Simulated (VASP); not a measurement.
# CaF2 (Fluorite) (Fm-3m) in VASP: notebook

Runs on CaF2 (Fluorite). Level: LDA. Tasks: single point.

Program: VASP 6.6.1. These are calculated values, not measurements. Logs are shortened: lines on timing, memory, paths and dates and some standing lists are left out, and cuts for length are marked.

## (1) The cell of the first run

Symmetry: Fm-3m, No. 225, cubic system. The conventional cell has a = 5.312 Å, b = 5.312 Å, c = 5.312 Å, α = 90.00°, β = 90.00°, γ = 90.00°. Within 3.0 Å of Ca (site symmetry m-3m) lie 8 F at 2.30 Å. F (site symmetry -43m) has 4 Ca at 2.30 Å and 6 F at 2.66 Å within 3.0 Å.

## (2) Single point, LDA

File INCAR:

```
PREC = Accurate ; ENCUT = 600
EDIFF = 1E-6 ; ISMEAR = 0
SIGMA = 0.01 ; LREAL = F
LASPH = T ; NELM = 120
ALGO = Normal ; ISIF = 2
LWAVE = F ; LCHARG = F
GGA = CA ; NBANDS = 19
GGA_COMPAT = F
```

File KPOINTS:

```
Automatic mesh
0
Gamma
  6 6 6
```

File POSCAR:

```
CaF2
1.0
    0.0000000000      2.6561400844      2.6561400844
    2.6561400844      0.0000000000      2.6561400844
    2.6561400844      2.6561400844      0.0000000000
Ca F
1 2
Direct
    0.0000000000      0.0000000000      0.0000000000
    0.2500000000      0.2500000000      0.2500000000
    0.7500000000      0.7500000000      0.7500000000
```

Potentials or basis: VASP PAW LDA potentials, release 64 (Ca_sv, F).

Command:

```
$ cat potpaw_LDA.64/Ca_sv/POTCAR potpaw_LDA.64/F/POTCAR > POTCAR
$ mpirun -np 1 vasp_std > vasp.out
```

OUTCAR:

```text
PREC = Accurate
   ENCUT = 600
   EDIFF = 1E-6
   ISMEAR = 0
   LREAL = F
   LASPH = T
   NELM = 120
   ISIF = 2
   GGA = CA

 ion  position               nearest neighbor table
   1  0.000  0.000  0.000-   3 2.30   3 2.30   3 2.30   2 2.30   2 2.30   2 2.30   3 2.30   2 2.30

   2  0.250  0.250  0.250-   1 2.30   1 2.30   1 2.30   1 2.30
   3  0.750  0.750  0.750-   1 2.30   1 2.30   1 2.30   1 2.30

  LATTYP: Found a face centered cubic cell.
 ALAT       =     5.3122801688

  Lattice vectors:

 A1 = (   0.0000000000,   2.6561400844,   2.6561400844)
 A2 = (   2.6561400844,   0.0000000000,   2.6561400844)
 A3 = (   2.6561400844,   2.6561400844,   0.0000000000)

Analysis of symmetry for initial positions (statically):
=====================================================================
 Subroutine PRICEL returns:
 Original cell was already a primitive cell.

 Routine SETGRP: Setting up the symmetry group for a
 face centered cubic supercell.

 Subroutine GETGRP returns: Found 48 space group operations
 (whereof 48 operations were pure point group operations)
 out of a pool of 48 trial point group operations.

The static configuration has the point symmetry O_h .

Analysis of symmetry for dynamics (positions and initial velocities):
=====================================================================
 Subroutine PRICEL returns:
 Original cell was already a primitive cell.

 Routine SETGRP: Setting up the symmetry group for a
 face centered cubic supercell.

 Subroutine GETGRP returns: Found 48 space group operations
 (whereof 48 operations were pure point group operations)
 out of a pool of 48 trial point group operations.

The dynamic configuration has the point symmetry O_h .

 Subroutine INISYM returns: Found 48 space group operations
 (whereof 48 operations are pure point group operations),
 and found     1 'primitive' translations

----------------------------------------------------------------------------------------

                                     Primitive cell

  volume of cell :      37.4786

  direct lattice vectors                    reciprocal lattice vectors
[... 72 lines left out ...]
   ISTART =      0    job   : 0-new  1-cont  2-samecut
   ICHARG =      2    charge: 1-file 2-atom 10-const
   ISPIN  =      1    spin polarized calculation?
   LNONCOLLINEAR =      F non collinear calculations
   LSORBIT =      F    spin-orbit coupling
   LASPH  =      T    aspherical Exc in radial PAW
   ENCUT  =  600.0 eV  44.10 Ry    6.64 a.u.   7.50  7.50  7.50*2*pi/ulx,y,z
   NELM   =    120;   NELMIN=  2; NELMDL= -5     # of ELM steps
   EDIFF  = 0.1E-05   stopping-criterion for ELM
   LREAL  =      F    real-space projection
   EDIFFG = 0.1E-04   stopping-criterion for IOM
   NSW    =      0    number of steps for IOM
   IBRION =     -1    ionic relax: 0-MD 1-quasi-New 2-CG
   NFREE  =      0    steps in history (QN), initial steepest desc. (CG)
   ISIF   =      2    stress and relaxation
   ISYM   =      2    0-nonsym 1-usesym 2-fastsym
   POTIM  = 0.5000    time-step for ionic-motion
   TEBEG  =    0.0;   TEEND  =   0.0 temperature during run
   PSTRESS=    0.0 pullay stress
   NELECT =      24.0000    total number of electrons
   NUPDOWN=      -1.0000    fix difference up-down
   EMIN   =  10.00;   EMAX   =-10.00  energy-range for DOS
   EFERMI =   0.00;   METHOD = LEGACY
   ISMEAR =     0;   SIGMA  =   0.01  broadening in eV -4-tet -1-fermi 0-gaus
   EFERMI_NEDOS =   21; number of points for ismear=-14 and -15
   IALGO  =     38    algorithm
   IMIX   =      4    mixing-type and parameters
     AMIX     =   0.40;   BMIX     =  1.00
     AMIX_MAG =   1.60;   BMIX_MAG =  1.00
  volume/ion in A,a.u.               =      12.49        84.31
  Fermi-wavevector in a.u.,A,eV,Ry     =   1.411078  2.666550 27.091109  1.991140
  Thomas-Fermi vector in A             =   2.532966
   LORBIT       =      0    0 simple, 1 ext, 2 COOP (PROOUT), +10 PAW based schemes
   GGA     = CA    functional components
   LHFCALC =     F    Hartree Fock is set to
   AEXX    =    0.0000 exact exchange contribution
   IVDW    =     0    specifies the selected vdW correction
   LEPSILON=     F    determine dielectric tensor
   LRPA    =     F    only Hartree local field effects (RPA)
 non-spin polarized calculation
 Gauss-broadening in eV      SIGMA  =   0.01
  energy-cutoff  :      600.00
  volume of cell :       37.48
 maximum number of plane-waves:      1272
   NGX = 15   NGY = 15   NGZ = 15

 number of electron      24.0000004 magnetization

 Free energy of the ion-electron system (eV)
  ---------------------------------------------------
  ext. energy  EPLUGINS =         0.00000000
  ---------------------------------------------------
  free energy    TOTEN  =       -19.00844845 eV

  energy without entropy =      -19.00844845  energy(sigma->0) =      -19.00844845

 E-fermi :  -0.7717     XC(G=0): -10.7956

 val. band max:       -0.8850050379   @ k =   0.5000   0.5000   0.0000
 cond. band min:       6.5200187496   @ k =   0.0000   0.0000   0.0000
 fundamental gap:      7.4050237875
 Fermi energy:        -0.7717051183

 k-point     1 :       0.0000    0.0000    0.0000
  band No.  band energies     occupation
      1     -35.9415      2.00000
      2     -20.6294      2.00000
      3     -19.6734      2.00000
      4     -17.1785      2.00000
      5     -17.1785      2.00000
      6     -17.1785      2.00000
[... 329 lines left out ...]
      6     -16.5069      2.00000
[... 11 lines left out ...]
     18      14.0712      0.00000
     19      14.3069      0.00000

------------------------ aborting loop because EDIFF is reached ----------------------------------------

  FORCE on cell =-STRESS in cart. coord.  units (eV):
  Direction    XX          YY          ZZ          XY          YZ          ZX
  --------------------------------------------------------------------------------------
  -------------------------------------------------------------------------------------
  Total        0.3091835      0.3091835      0.3091835      0.0000000      0.0000000      0.0000000
  in kB       13.2173351     13.2173351     13.2173351      0.0000000      0.0000000      0.0000000
  external PRESSURE =      13.2173351 kB  Pullay stress =       0.0000000 kB

 VOLUME and BASIS-vectors are now :
 -----------------------------------------------------------------------------
  energy-cutoff  :      600.00
  volume of cell :       37.48
      direct lattice vectors                 reciprocal lattice vectors
     0.000000000  2.656140084  2.656140084    -0.188243084  0.188243084  0.188243084
     2.656140084  0.000000000  2.656140084     0.188243084 -0.188243084  0.188243084
     2.656140084  2.656140084  0.000000000     0.188243084  0.188243084 -0.188243084

 POSITION                                       TOTAL-FORCE (eV/Angst)
 -----------------------------------------------------------------------------------
      0.00000      0.00000      0.00000         0.000000      0.000000      0.000000
      1.32807      1.32807      1.32807         0.000000      0.000000      0.000000
      3.98421      3.98421      3.98421        -0.000000     -0.000000     -0.000000
 -----------------------------------------------------------------------------------
    total drift:                                0.000000     -0.000000      0.000000

  FREE ENERGIE OF THE ION-ELECTRON SYSTEM (eV)
  ---------------------------------------------------
  free  energy   TOTEN  =       -19.0084484512 eV

  energy  without entropy=      -19.0084484512  energy(sigma->0) =      -19.00844845
```

stdout:

```text
POSCAR found type information on POSCAR CaF
 POSCAR found :  2 types and       3 ions
 scaLAPACK will be used
 LDA part: xc-table for (Slater(with rela. corr.)+CA(PZ))
 , standard interpolation
 POSCAR, INCAR and KPOINTS ok, starting setup
 FFT: planning ... GRIDC
 FFT: planning ... GRID_SOFT
 FFT: planning ... GRID
 WAVECAR not read
 entering main loop
```

Run time: 17 s. Hardware: 1 thread of Intel Xeon 6975P-C, shared host; peak memory 0.15 GiB.

Results:

```yaml
Free_energy: -19.0084 eV
Pressure: 1.3 GPa
Band_gap_on_the_k_mesh: 7.41 eV, indirect (least direct gap 7.68 eV)
```

Levels at points of the mesh, in eV from the valence-band top:
| k point | band 8 | band 9 | band 10 | band 11 | band 12 | band 13 | band 14 | band 15 | band 16 | band 17 |
| --- | --- | --- | --- | --- | --- | --- | --- | --- | --- | --- |
| (0.00, 0.00, 0.00) | -2.45 | -2.45 | -0.27 | -0.27 | -0.27 | 7.40 | 9.33 | 9.33 | 11.86 | 11.86 |
| (0.50, 0.00, 0.00) | -1.78 | -1.43 | -1.38 | -0.90 | -0.90 | 9.61 | 9.61 | 10.20 | 10.71 | 11.52 |
| (0.50, 0.50, 0.00) | -1.79 | -1.79 | -0.43 | -0.43 | 0.00 | 8.08 | 9.91 | 10.46 | 11.39 | 11.39 |

A k mesh can miss the band edges. As with any semilocal functional, this LDA gap is likely too small.

## (3) Single point, LDA

This run uses another cell than the first one, of 14.12 Å³/atom, 1.130 times its volume.

File INCAR:

```
SYSTEM = CaF2
ALGO     = Normal         ! electronic algorithm
EDIFF    = 1E-6           ! SCF threshold, eV
ENCUT    = 600            ! plane-wave cutoff, eV
GGA_COMPAT= .False.      
ISIF     = 2              ! what is computed and relaxed
ISMEAR   = 0              ! smearing method
LASPH    = .True.         ! aspherical terms in the spheres
LCHARG   = .False.        ! write CHGCAR
LREAL    = .False.        ! projectors in reciprocal space
LWAVE    = .False.        ! write WAVECAR
NBANDS   = 19             ! bands
NELM     = 120            ! most SCF steps
PREC     = Accurate       ! precision mode
SIGMA    = 0.01           ! smearing width, eV
```

File KPOINTS:

```
k-points
0
Gamma
  6 6 6
  0 0 0
```

File POSCAR:

```
CaF2
1.0
    0.0000000000      2.7669383318      2.7669383318
    2.7669383318      0.0000000000      2.7669383318
    2.7669383318      2.7669383318      0.0000000000
Ca F
1 2
Direct
    0.0000000000      0.0000000000      0.0000000000
    0.2500000000      0.2500000000      0.2500000000
    0.7500000000      0.7500000000      0.7500000000
```

Potentials or basis: VASP PAW LDA potentials, release 64 (Ca_sv, F).

Command:

```
$ cat potpaw_LDA.64/Ca_sv/POTCAR potpaw_LDA.64/F/POTCAR > POTCAR
$ mpirun -np 1 vasp_std > vasp.out
```

Wall time 11 s (1 thread of Intel Xeon 6975P-C, shared host); peak memory 0.16 GiB.

The run converged. Its results:

```
Free energy            : -18.8897 eV
Pressure               : -8.7 GPa
Band gap on the k mesh : 6.68 eV, indirect (least direct gap 6.94 eV)
```

Levels at points of the mesh, in eV from the valence-band top:
```tsv
k point	band 8	band 9	band 10	band 11	band 12	band 13	band 14	band 15	band 16	band 17
(0.00, 0.00, 0.00)	-2.05	-2.05	-0.25	-0.25	-0.25	6.68	8.89	8.89	10.89	10.89
(0.50, 0.00, 0.00)	-1.47	-1.29	-1.23	-0.83	-0.83	9.09	9.09	9.40	10.11	10.64
(0.50, 0.50, 0.00)	-1.63	-1.63	-0.35	-0.35	0.00	7.76	9.20	9.80	10.57	10.57
```

A k mesh can miss the band edges. LDA gaps usually lie below the measured ones, often by a third to a half.

## (4) Single point, LDA

This run uses another cell than the first one, of 14.67 Å³/atom, 1.174 times its volume.

File INCAR:

```
  PREC = Accurate
  ENCUT = 600
  EDIFF = 1E-6
  ISMEAR = 0
  SIGMA = 0.01
  LREAL = F
  LASPH = T
  NELM = 120
  ALGO = Normal
  ISIF = 2
  LWAVE = F
  LCHARG = F
  GGA = CA
  NBANDS = 19
  GGA_COMPAT = F
```

File KPOINTS:

```
regular mesh
0
Gamma
  6 6 6
```

File POSCAR:

```
CaF2
1.0
    0.0000000000      2.8019665862      2.8019665862
    2.8019665862      0.0000000000      2.8019665862
    2.8019665862      2.8019665862      0.0000000000
Ca F
1 2
Direct
    0.0000000000      0.0000000000      0.0000000000
    0.2500000000      0.2500000000      0.2500000000
    0.7500000000      0.7500000000      0.7500000000
```

Potentials or basis: VASP PAW LDA potentials, release 64 (Ca_sv, F).

Command:

```
$ cat potpaw_LDA.64/Ca_sv/POTCAR potpaw_LDA.64/F/POTCAR > POTCAR
$ mpirun -np 1 vasp_std > vasp.out
```

OUTCAR:

```text
PREC = Accurate
   ENCUT = 600
   EDIFF = 1E-6
   ISMEAR = 0
   LREAL = F
   LASPH = T
   NELM = 120
   ISIF = 2
   GGA = CA

 ion  position               nearest neighbor table
   1  0.000  0.000  0.000-   2 2.43   3 2.43   3 2.43   3 2.43   3 2.43   2 2.43   2 2.43   2 2.43

   2  0.250  0.250  0.250-   1 2.43   1 2.43   1 2.43   1 2.43
   3  0.750  0.750  0.750-   1 2.43   1 2.43   1 2.43   1 2.43

  LATTYP: Found a face centered cubic cell.
 ALAT       =     5.6039331724

  Lattice vectors:

 A1 = (   0.0000000000,   2.8019665862,   2.8019665862)
 A2 = (   2.8019665862,   0.0000000000,   2.8019665862)
 A3 = (   2.8019665862,   2.8019665862,   0.0000000000)

Analysis of symmetry for initial positions (statically):
=====================================================================
 Subroutine PRICEL returns:
 Original cell was already a primitive cell.

 Routine SETGRP: Setting up the symmetry group for a
 face centered cubic supercell.

 Subroutine GETGRP returns: Found 48 space group operations
 (whereof 48 operations were pure point group operations)
 out of a pool of 48 trial point group operations.

The static configuration has the point symmetry O_h .

Analysis of symmetry for dynamics (positions and initial velocities):
=====================================================================
 Subroutine PRICEL returns:
 Original cell was already a primitive cell.

 Routine SETGRP: Setting up the symmetry group for a
 face centered cubic supercell.

 Subroutine GETGRP returns: Found 48 space group operations
 (whereof 48 operations were pure point group operations)
 out of a pool of 48 trial point group operations.

The dynamic configuration has the point symmetry O_h .

[... 104 lines left out ...]
   EMIN   =  10.00;   EMAX   =-10.00  energy-range for DOS
   EFERMI =   0.00;   METHOD = LEGACY
   ISMEAR =     0;   SIGMA  =   0.01  broadening in eV -4-tet -1-fermi 0-gaus
   EFERMI_NEDOS =   21; number of points for ismear=-14 and -15
   IALGO  =     38    algorithm
   IMIX   =      4    mixing-type and parameters
     AMIX     =   0.40;   BMIX     =  1.00
     AMIX_MAG =   1.60;   BMIX_MAG =  1.00
  volume/ion in A,a.u.               =      14.67        98.97
  Fermi-wavevector in a.u.,A,eV,Ry     =   1.337639  2.527771 24.344611  1.789278
  Thomas-Fermi vector in A             =   2.466172
   LORBIT       =      0    0 simple, 1 ext, 2 COOP (PROOUT), +10 PAW based schemes
   GGA     = CA    functional components
   LHFCALC =     F    Hartree Fock is set to
   AEXX    =    0.0000 exact exchange contribution
   IVDW    =     0    specifies the selected vdW correction
   LEPSILON=     F    determine dielectric tensor
   LRPA    =     F    only Hartree local field effects (RPA)
 non-spin polarized calculation
 Gauss-broadening in eV      SIGMA  =   0.01
  energy-cutoff  :      600.00
  volume of cell :       44.00
 maximum number of plane-waves:      1484
   NGX = 15   NGY = 15   NGZ = 15

 number of electron      24.0000020 magnetization

 Free energy of the ion-electron system (eV)
  ---------------------------------------------------
  ext. energy  EPLUGINS =         0.00000000
  ---------------------------------------------------
  free energy    TOTEN  =       -18.79368842 eV

  energy without entropy =      -18.79368842  energy(sigma->0) =      -18.79368842

 E-fermi :  -1.6382     XC(G=0):  -9.9913

 val. band max:       -1.7565536648   @ k =   0.5000   0.5000   0.0000
 cond. band min:       4.7160062294   @ k =   0.0000   0.0000   0.0000
 fundamental gap:      6.4725598942
 Fermi energy:        -1.6381920242

 k-point     1 :       0.0000    0.0000    0.0000
  band No.  band energies     occupation
      1     -37.5573      2.00000
      2     -21.1016      2.00000
      3     -20.4005      2.00000
      4     -18.7959      2.00000
      5     -18.7959      2.00000
      6     -18.7959      2.00000
[... 329 lines left out ...]
      6     -18.2999      2.00000
[... 11 lines left out ...]
     18      11.7059      0.00000
     19      11.8775      0.00000

------------------------ aborting loop because EDIFF is reached ----------------------------------------

  FORCE on cell =-STRESS in cart. coord.  units (eV):
  Direction    XX          YY          ZZ          XY          YZ          ZX
  --------------------------------------------------------------------------------------
  -------------------------------------------------------------------------------------
  Total       -2.9628203     -2.9628203     -2.9628203      0.0000000      0.0000000     -0.0000000
  in kB     -107.8939358   -107.8939358   -107.8939358      0.0000000      0.0000000     -0.0000000
  external PRESSURE =    -107.8939358 kB  Pullay stress =       0.0000000 kB

 VOLUME and BASIS-vectors are now :
 -----------------------------------------------------------------------------
  energy-cutoff  :      600.00
  volume of cell :       44.00
      direct lattice vectors                 reciprocal lattice vectors
     0.000000000  2.801966586  2.801966586    -0.178446097  0.178446097  0.178446097
     2.801966586  0.000000000  2.801966586     0.178446097 -0.178446097  0.178446097
     2.801966586  2.801966586  0.000000000     0.178446097  0.178446097 -0.178446097

 POSITION                                       TOTAL-FORCE (eV/Angst)
 -----------------------------------------------------------------------------------
      0.00000      0.00000      0.00000         0.000000      0.000000      0.000000
      1.40098      1.40098      1.40098         0.000000      0.000000     -0.000000
      4.20295      4.20295      4.20295        -0.000000     -0.000000      0.000000
 -----------------------------------------------------------------------------------
    total drift:                                0.000000     -0.000000      0.000000

  FREE ENERGIE OF THE ION-ELECTRON SYSTEM (eV)
  ---------------------------------------------------
  free  energy   TOTEN  =       -18.7936884208 eV

  energy  without entropy=      -18.7936884208  energy(sigma->0) =      -18.79368842
```

OSZICAR:

```text
N       E                     dE             d eps       ncg     rms          rms(c)
DAV:   1     0.232507014000E+03    0.23251E+03   -0.14581E+04   608   0.143E+03
DAV:   2    -0.722712672404E+01   -0.23973E+03   -0.23133E+03   727   0.364E+02
DAV:   3    -0.196232520133E+02   -0.12396E+02   -0.12334E+02   707   0.874E+01
DAV:   4    -0.200924824591E+02   -0.46923E+00   -0.46795E+00   944   0.132E+01
DAV:   5    -0.200965220090E+02   -0.40395E-02   -0.40389E-02   684   0.142E+00    0.778E+00
DAV:   6    -0.188589544383E+02    0.12376E+01   -0.53539E+00   653   0.154E+01    0.317E+00
DAV:   7    -0.188134963181E+02    0.45458E-01   -0.13491E-01   694   0.360E+00    0.174E+00
DAV:   8    -0.187929461777E+02    0.20550E-01   -0.35715E-02   711   0.213E+00    0.203E-01
DAV:   9    -0.187934157163E+02   -0.46954E-03   -0.48410E-03   793   0.485E-01    0.106E-01
DAV:  10    -0.187936885930E+02   -0.27288E-03   -0.72255E-04   680   0.242E-01    0.199E-02
DAV:  11    -0.187936899094E+02   -0.13164E-05   -0.44508E-05   709   0.602E-02    0.107E-02
DAV:  12    -0.187936883120E+02    0.15974E-05   -0.64987E-06   759   0.262E-02    0.246E-03
DAV:  13    -0.187936884208E+02   -0.10882E-06   -0.10403E-06   461   0.885E-03
   1 F= -.18793688E+02 E0= -.18793688E+02  d E =-.112643E-64
```

Run time: 11 s. Hardware: 1 thread of Intel Xeon 6975P-C, shared host; peak memory 0.16 GiB.

Results:

| Property | Result |
| --- | --- |
| Free energy | -18.7937 eV |
| Pressure | -10.8 GPa |
| Band gap on the k mesh | 6.47 eV, indirect (least direct gap 6.72 eV) |

## (5) Summary

| cell | gap on the mesh (eV) | pressure (GPa) |
| --- | --- | --- |
| a = 3.756 Å, angles 60.0°, 3 atoms | 7.41 | 1.3 |
| a = 3.913 Å, angles 60.0°, 3 atoms | 6.68 | -8.7 |
| a = 3.963 Å, angles 60.0°, 3 atoms | 6.47 | -10.8 |

Alike in all rows: task single point; level LDA; potentials or basis VASP PAW LDA potentials, release 64 (Ca_sv, F); no spin polarisation; k mesh 6 × 6 × 6; cutoff (eV) 600; smearing gaussian 0.01 eV.

Absolute energies hang on the potentials; compare differences alone.
